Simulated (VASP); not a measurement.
# SiB4W (P4/mmm) in VASP: a series of runs, part 2 of 2

VASP 6.6.1.

## 5. Relaxation of cell and atoms, PBE

File INCAR:

```
SYSTEM = SiB4W
PREC = Accurate
ENCUT = 600
EDIFF = 1E-6
ISMEAR = 0
SIGMA = 0.1
LREAL = .FALSE.
LASPH = .TRUE.
NELM = 60
ALGO = Normal
ISIF = 3
LWAVE = .FALSE.
LCHARG = .FALSE.
GGA = PE
IBRION = 2
NSW = 90
EDIFFG = -0.04
```

File KPOINTS:

```
Automatic mesh
0
G
  6 6 4
  0 0 0
```

File POSCAR:

```
SiB4W
1.0
    3.3266944400      0.0000000000      0.0000000000
    0.0000000000      3.3266944400      0.0000000000
    0.0000000000      0.0000000000      4.7874598400
Si B W
1 4 1
Direct
    0.5000000000      0.5000000000      0.5000000000
    0.5000000000      0.0000000000      0.7327468400
    0.0000000000      0.5000000000      0.2672531600
    0.5000000000      0.0000000000      0.2672531600
    0.0000000000      0.5000000000      0.7327468400
    0.0000000000      0.0000000000      0.0000000000
```

Potentials or basis: VASP PAW PBE potentials, release 64 (Si, B, W_sv).

On the command line:

```
> cat potpaw_PBE.64/Si/POTCAR potpaw_PBE.64/B/POTCAR potpaw_PBE.64/W_sv/POTCAR > POTCAR
> mpirun -np 1 vasp_std > vasp.out
```

OUTCAR:

```text
SYSTEM = SiB4W
   PREC = Accurate
   ENCUT = 600
   EDIFF = 1E-6
   ISMEAR = 0
   LREAL = .FALSE.
   LASPH = .TRUE.
   NELM = 60
   ISIF = 3
   GGA = PE
   IBRION = 2
   NSW = 90
   EDIFFG = -0.04

 ion  position               nearest neighbor table
   1  0.500  0.500  0.500-   2 2.00   3 2.00   4 2.00   5 2.00   2 2.00   4 2.00   3 2.00   5 2.00

   2  0.500  0.000  0.733-   1 2.00   1 2.00   6 2.10   6 2.10
   3  0.000  0.500  0.267-   1 2.00   1 2.00   6 2.10   6 2.10
   4  0.500  0.000  0.267-   1 2.00   1 2.00   6 2.10   6 2.10
   5  0.000  0.500  0.733-   1 2.00   1 2.00   6 2.10   6 2.10
   6  0.000  0.000  0.000-   2 2.10   3 2.10   4 2.10   5 2.10   3 2.10   5 2.10   2 2.10   4 2.10

  LATTYP: Found a simple tetragonal cell.
 ALAT       =     3.3266944400
 C/A-ratio  =     1.4391041697

  Lattice vectors:

 A1 = (   3.3266944400,   0.0000000000,   0.0000000000)
 A2 = (   0.0000000000,   3.3266944400,   0.0000000000)
 A3 = (   0.0000000000,   0.0000000000,   4.7874598400)

Analysis of symmetry for initial positions (statically):
=====================================================================
 Subroutine PRICEL returns:
 Original cell was already a primitive cell.

 Routine SETGRP: Setting up the symmetry group for a
 simple tetragonal supercell.

 Subroutine GETGRP returns: Found 16 space group operations
 (whereof 16 operations were pure point group operations)
 out of a pool of 16 trial point group operations.

The static configuration has the point symmetry D_4h.

Analysis of symmetry for dynamics (positions and initial velocities):
=====================================================================
 Subroutine PRICEL returns:
 Original cell was already a primitive cell.

 Routine SETGRP: Setting up the symmetry group for a
 simple tetragonal supercell.

 Subroutine GETGRP returns: Found 16 space group operations
 (whereof 16 operations were pure point group operations)
[... 154 lines left out ...]
 Free energy of the ion-electron system (eV)
  ---------------------------------------------------
  ext. energy  EPLUGINS =         0.00000000
  ---------------------------------------------------
  free energy    TOTEN  =       -38.26457831 eV

  energy without entropy =      -38.24339221  energy(sigma->0) =      -38.25398526

------------------------ aborting loop because EDIFF is reached ----------------------------------------

  FORCE on cell =-STRESS in cart. coord.  units (eV):
  Direction    XX          YY          ZZ          XY          YZ          ZX
  --------------------------------------------------------------------------------------
  -------------------------------------------------------------------------------------
  Total       14.0284837     14.0284837     21.1447559      0.0000000      0.0000000      0.0000000
  in kB      424.2192250    424.2192250    639.4142179      0.0000000      0.0000000      0.0000000
  external PRESSURE =     495.9508893 kB  Pullay stress =       0.0000000 kB
[... 101 lines left out ...]
  FREE ENERGIE OF THE ION-ELECTRON SYSTEM (eV)
  ---------------------------------------------------
  free  energy   TOTEN  =       -40.1821089327 eV

  energy  without entropy=      -40.1658788857  energy(sigma->0) =      -40.17399391

[... ionic steps 4 to 37 ...]

--------------------------------------- Ionic step       38  -------------------------------------------

 number of electron      30.0000005 magnetization

------------------------ aborting loop because EDIFF is reached ----------------------------------------
[... 75 lines left out ...]
--------------------------------------- Ionic step       40  -------------------------------------------

 number of electron      30.0000004 magnetization

 Free energy of the ion-electron system (eV)
  ---------------------------------------------------
  ext. energy  EPLUGINS =         0.00000000
  ---------------------------------------------------
  free energy    TOTEN  =       -42.81388109 eV

  energy without entropy =      -42.80075816  energy(sigma->0) =      -42.80731963

 E-fermi :   9.0594     XC(G=0): -12.3484

 val. band max:        9.0275940067   @ k =   0.3333   0.3333   0.0000
 cond. band min:       9.0853210494   @ k =   0.5000   0.3333   0.2500
 fundamental gap:      0.0577270427
 Fermi energy:         9.0594429356

 k-point     1 :       0.0000    0.0000    0.0000
  band No.  band energies     occupation
      1     -64.6512      2.00000
      2     -29.0214      2.00000
      3     -28.6964      2.00000
      4     -28.6964      2.00000
      5      -5.9094      2.00000
      6      -2.9671      2.00000
[... 505 lines left out ...]
      6      -0.8707      2.00000
[... 11 lines left out ...]
     18      12.0333      0.00000
     19      12.7556      0.00000

 [... further k-points ...]

------------------------ aborting loop because EDIFF is reached ----------------------------------------

  FORCE on cell =-STRESS in cart. coord.  units (eV):
  Direction    XX          YY          ZZ          XY          YZ          ZX
  --------------------------------------------------------------------------------------
  -------------------------------------------------------------------------------------
  Total        0.0660707      0.0660707      0.0552067      0.0000000      0.0000000      0.0000000
  in kB        1.8626052      1.8626052      1.5563362      0.0000000      0.0000000      0.0000000
  external PRESSURE =       1.7605156 kB  Pullay stress =       0.0000000 kB
[... 21 lines left out ...]
  FREE ENERGIE OF THE ION-ELECTRON SYSTEM (eV)
  ---------------------------------------------------
  free  energy   TOTEN  =       -42.8138810915 eV

  energy  without entropy=      -42.8007581631  energy(sigma->0) =      -42.80731963

 reached required accuracy - stopping structural energy minimisation
```

OSZICAR:

```text
N       E                     dE             d eps       ncg     rms          rms(c)
DAV:   1     0.208760377427E+03    0.20876E+03   -0.16248E+04  1140   0.177E+03
DAV:   2    -0.285030406606E+02   -0.23726E+03   -0.23005E+03  1296   0.425E+02
DAV:   3    -0.405499350890E+02   -0.12047E+02   -0.11458E+02  1556   0.764E+01
[... 381 lines left out ...]
DAV:   2    -0.428142646696E+02    0.68144E-03   -0.76899E-03  1264   0.692E-01    0.994E-02
DAV:   3    -0.428139620344E+02    0.30264E-03   -0.29236E-03  1304   0.280E-01    0.720E-02
DAV:   4    -0.428138811965E+02    0.80838E-04   -0.32406E-04  1370   0.151E-01    0.241E-02
DAV:   5    -0.428138802269E+02    0.96963E-06   -0.28095E-05  1311   0.451E-02    0.240E-02
DAV:   6    -0.428138810915E+02   -0.86462E-06   -0.26844E-06   958   0.145E-02
  40 F= -.42813881E+02 E0= -.42807320E+02  d E =-.307090E-03
```

Run time: 6.4 min. Hardware: 1 thread of Intel Xeon 6975P-C (Granite Rapids), shared host; peak memory 0.21 GiB.

Results:

- Free energy: -42.8139 eV
- Relaxed volume: 9.47 Å³/atom
- Relaxed cell: a = 2.928 Å, b = 2.928 Å, c = 6.629 Å, α = 90.00°, β = 90.00°, γ = 90.00°
- Space group after relaxing (to 0.1 Å): P4/mmm (No. 123)
- Energy gained by relaxing: 758.2 meV/atom
- Ionic steps: 40
- Pressure after relaxing: 0.2 GPa
- Largest force after relaxing: 0.012 eV/Å
- Band gap on the k mesh: zero (bands 15 and 16 overlap by 2.67 eV)

Forces on the atoms (eV/Å):
```
Si   0.000  0.000  0.000
B    0.000  0.000  0.012
B    0.000  0.000 -0.012
B    0.000  0.000 -0.012
B    0.000  0.000  0.012
W    0.000  0.000  0.000
```

Step by step:
| step | energy change (eV) | largest force (eV/Å) | pressure (GPa) | volume (Å³) |
| --- | --- | --- | --- | --- |
| 1 | 0.0000 | 2.9271 | 49.60 | 52.98 |
| 2 | -0.4512 | 0.1020 | -29.40 | 76.76 |
| 3 | -1.9175 | 0.8346 | -6.43 | 64.14 |
| 4 | -1.9223 | 0.8983 | -4.79 | 63.60 |
| 5 | -1.9223 | 0.9263 | -4.12 | 63.38 |
| 6 | -2.1330 | 0.2869 | -1.27 | 61.90 |
| 7 | -2.1729 | 0.1465 | 0.94 | 61.01 |
| 8 | -2.1730 | 0.1740 | 1.08 | 60.96 |
| 9 | -2.2079 | 0.3891 | -0.83 | 61.39 |
| 10 | -2.2844 | 0.6983 | -4.92 | 62.36 |
| 11 | -2.4530 | 1.5501 | -13.01 | 64.10 |
| 12 | -2.7662 | 2.0350 | -25.99 | 66.82 |
| 13 | -2.6740 | 1.9872 | -19.77 | 65.53 |
| 14 | -2.7669 | 2.0100 | -24.35 | 66.47 |
| 15 | -2.7341 | 2.0100 | -22.11 | 66.01 |
| 16 | -2.7511 | 2.0042 | -23.00 | 66.20 |
| 17 | -2.7519 | 2.0039 | -23.05 | 66.21 |
| 18 | -2.7544 | 2.0028 | -23.22 | 66.24 |
| 19 | -2.7589 | 2.0015 | -23.56 | 66.31 |
| 20 | -2.7657 | 2.0033 | -24.22 | 66.45 |
| 21 | -2.7723 | 2.0187 | -25.48 | 66.72 |
| 22 | -2.7842 | 2.0201 | -25.38 | 66.67 |
| 23 | -2.8198 | 2.0193 | -25.21 | 66.53 |
| 24 | -2.8903 | 2.0151 | -24.87 | 66.25 |
| 25 | -3.0288 | 1.9920 | -24.17 | 65.68 |
| 26 | -3.2900 | 1.8925 | -22.64 | 64.56 |
| 27 | -3.7302 | 1.6723 | -18.98 | 62.30 |
| 28 | -4.2389 | 1.0796 | -8.24 | 57.83 |
| 29 | -4.2748 | 0.7132 | -3.01 | 56.25 |
| 30 | -4.2751 | 0.7602 | -3.78 | 56.46 |
| 31 | -4.3181 | 0.7850 | -2.67 | 56.33 |
| 32 | -4.4338 | 0.7396 | 0.72 | 55.95 |
| 33 | -4.4458 | 0.3407 | 9.23 | 55.11 |
| 34 | -4.4858 | 0.5563 | 4.96 | 55.51 |
| 35 | -4.5217 | 0.3758 | 2.60 | 56.19 |
| 36 | -4.5378 | 0.1595 | -0.11 | 57.05 |
| 37 | -4.5447 | 0.1136 | -0.27 | 57.02 |
| 38 | -4.5490 | 0.0395 | -0.53 | 56.97 |
| 39 | -4.5490 | 0.0425 | -0.51 | 56.97 |
| 40 | -4.5493 | 0.0119 | 0.18 | 56.83 |

Final structure:
```yaml
crystal:
  lattice:
    - [2.92802, 0.00000, 0.00000]
    - [0.00000, 2.92802, 0.00000]
    - [0.00000, 0.00000, 6.62906]
  atoms:
    - { symbol: Si, position: [0.50000, 0.50000, 0.50000] }
    - { symbol: B, position: [0.50000, 0.00000, 0.73777] }
    - { symbol: B, position: [0.00000, 0.50000, 0.26223] }
    - { symbol: B, position: [0.50000, 0.00000, 0.26223] }
    - { symbol: B, position: [0.00000, 0.50000, 0.73777] }
    - { symbol: W, position: [0.00000, 0.00000, 0.00000] }
```

Levels at points of the mesh, in eV from the Fermi level:
| k point | band 12 | band 13 | band 14 | band 15 | band 16 | band 17 | band 18 | band 19 |
| --- | --- | --- | --- | --- | --- | --- | --- | --- |
| (0.00, 0.00, 0.00) | -2.99 | -2.21 | -2.21 | 0.83 | 3.13 | 3.65 | 3.65 | 3.95 |
| (0.50, 0.00, 0.00) | -2.47 | -0.85 | -0.48 | 0.69 | 2.23 | 2.38 | 2.42 | 4.03 |
| (0.50, 0.50, 0.00) | -4.99 | -3.66 | -1.91 | -1.91 | -1.30 | -1.30 | 1.90 | 4.60 |
| (0.00, 0.00, 0.50) | -2.07 | -1.34 | -1.34 | 0.80 | 2.13 | 2.13 | 3.13 | 4.37 |
| (0.50, 0.00, 0.50) | -2.07 | -0.94 | -0.26 | -0.04 | 1.02 | 2.61 | 2.97 | 3.70 |
| (0.50, 0.50, 0.50) | -4.70 | -4.62 | -4.62 | -2.42 | 0.45 | 0.45 | 1.01 | 4.55 |

Caveat: a cell axis changed by over 15 % at a fixed basis, so the end point is rough; spin-orbit coupling is left out, which moves the levels of the heavy elements.

## 6. Relaxation of cell and atoms, PBE

This run uses another cell than the first one, of 9.48 Å³/atom.

File INCAR:

```
SYSTEM = SiB4W
PREC = Accurate
ENCUT = 600
EDIFF = 1E-6
ISMEAR = 0
SIGMA = 0.1
LREAL = .False.
LASPH = .True.
NELM = 60
ALGO = Normal
ISIF = 3
LWAVE = .False.
LCHARG = .False.
GGA = PE
IBRION = 2
NSW = 100
EDIFFG = -0.01
```

File KPOINTS:

```
Automatic mesh
0
Gamma
  12 12 6
  0 0 0
```

File POSCAR:

```
SiB4W
1.0
    2.9282074100      0.0000000000      0.0000000000
    0.0000000000      2.9282074100      0.0000000000
    0.0000000000      0.0000000000      6.6344506639
Si B W
1 4 1
Direct
    0.5000000000      0.5000000000      0.5000000000
    0.5000000000      0.0000000000      0.7381265798
    0.0000000000      0.5000000000      0.2618734202
    0.5000000000      0.0000000000      0.2618734202
    0.0000000000      0.5000000000      0.7381265798
    0.0000000000      0.0000000000      0.0000000000
```

Potentials or basis: VASP PAW PBE potentials, release 64 (Si, B, W_sv).

On the command line:

```
> cat potpaw_PBE.64/Si/POTCAR potpaw_PBE.64/B/POTCAR potpaw_PBE.64/W_sv/POTCAR > POTCAR
> mpirun -np 1 vasp_std > vasp.out
```

Wall time 78 s (1 thread of Intel Xeon 6975P-C (Granite Rapids), shared host); peak memory 0.29 GiB.

Results (log left out):

```
Free energy                           : -42.8733 eV
Relaxed volume                        : 9.48 Å³/atom
Relaxed cell                          : a = 2.927 Å, b = 2.927 Å, c = 6.642 Å, α = 90.00°, β = 90.00°, γ = 90.00°
Space group after relaxing (to 0.1 Å) : P4/mmm (No. 123)
Energy gained by relaxing             : 0.0 meV/atom
Ionic steps                           : 3
Pressure after relaxing               : -0.1 GPa
Largest force after relaxing          : 0.009 eV/Å
Band gap on the k mesh                : zero (bands 15 and 16 overlap by 3.08 eV)
```

Forces in eV/Å, atoms in the order of the input:
```
Si   0.000  0.000  0.000
B    0.000  0.000  0.009
B    0.000  0.000 -0.009
B    0.000  0.000 -0.009
B    0.000  0.000  0.009
W    0.000  0.000  0.000
```

Stress tensor (GPa, compression positive):
```
-0.04  0.00  0.00
 0.00 -0.04  0.00
 0.00  0.00 -0.17
```

Step by step:
| step | energy change (eV) | largest force (eV/Å) | pressure (GPa) | volume (Å³) |
| --- | --- | --- | --- | --- |
| 1 | 0.0000 | 0.0281 | 0.04 | 56.89 |
| 2 | -0.0002 | 0.0107 | -0.09 | 56.90 |
| 3 | -0.0002 | 0.0087 | -0.08 | 56.91 |

Final structure:
```
CELL_PARAMETERS angstrom
2.92705 0.00000 0.00000
0.00000 2.92705 0.00000
0.00000 0.00000 6.64198
ATOMIC_POSITIONS crystal
Si 0.50000 0.50000 0.50000
B 0.50000 0.00000 0.73836
B 0.00000 0.50000 0.26164
B 0.50000 0.00000 0.26164
B 0.00000 0.50000 0.73836
W 0.00000 0.00000 0.00000
```

Levels at points of the mesh, in eV from the Fermi level:
```tsv
k point	band 13	band 14	band 15	band 16	band 17	band 18
(0.00, 0.00, 0.00)	-2.21	-2.21	0.84	3.16	3.65	3.65
(0.50, 0.00, 0.00)	-0.85	-0.47	0.66	2.23	2.40	2.42
(0.50, 0.50, 0.00)	-3.66	-1.92	-1.92	-1.33	-1.33	1.88
(0.00, 0.00, 0.50)	-1.35	-1.35	0.82	2.13	2.13	3.16
(0.50, 0.00, 0.50)	-0.94	-0.24	-0.07	1.03	2.58	2.96
(0.50, 0.50, 0.50)	-4.63	-4.63	-2.41	0.43	0.43	0.94
```

Caveat: spin-orbit coupling is left out, which moves the levels of the heavy elements.

## 7. Summary

```csv
task,cell,k mesh,cutoff (eV),gap on the mesh (eV),pressure (GPa),relaxed volume (Å³/atom),largest force (eV/Å)
single point,"a = 3.327, b = 3.327, c = 4.787 Å, 6 atoms, atomic positions A",6 × 6 × 4,520,none,49.6,-,2.93
single point,"a = 2.928, b = 2.928, c = 6.634 Å, 6 atoms, atomic positions B",6 × 6 × 4,520,none,0.1,-,0.02
single point,"a = 2.926, b = 2.926, c = 6.641 Å, 6 atoms, atomic positions B",12 × 12 × 6,520,none,0.1,-,0.02
relaxation of cell and atoms,"relaxed from a = 3.327, b = 3.327, c = 4.787 Å, 6 atoms, atomic positions A",6 × 6 × 4,600,none,0.2,9.47,0.01
relaxation of cell and atoms,"relaxed from a = 2.928, b = 2.928, c = 6.634 Å, 6 atoms, atomic positions B",12 × 12 × 6,600,none,-0.1,9.48,0.01
```

Alike in all rows: level PBE; potentials or basis VASP PAW PBE potentials, release 64 (Si, B, W_sv); no spin polarisation; smearing gaussian 0.1 eV.

Caveats: spin-orbit coupling is left out, which moves the levels of the heavy elements; the cell stands under pressure (at least some runs); forces of over 1 eV/Å act on the atoms, so gaps and moduli don't describe the material at rest (at least some runs); a cell axis changed by over 15 % at a fixed basis, so the end point is rough (at least some runs).

Total energies depend on the potentials used, so only differences within one code and one set of settings carry meaning.
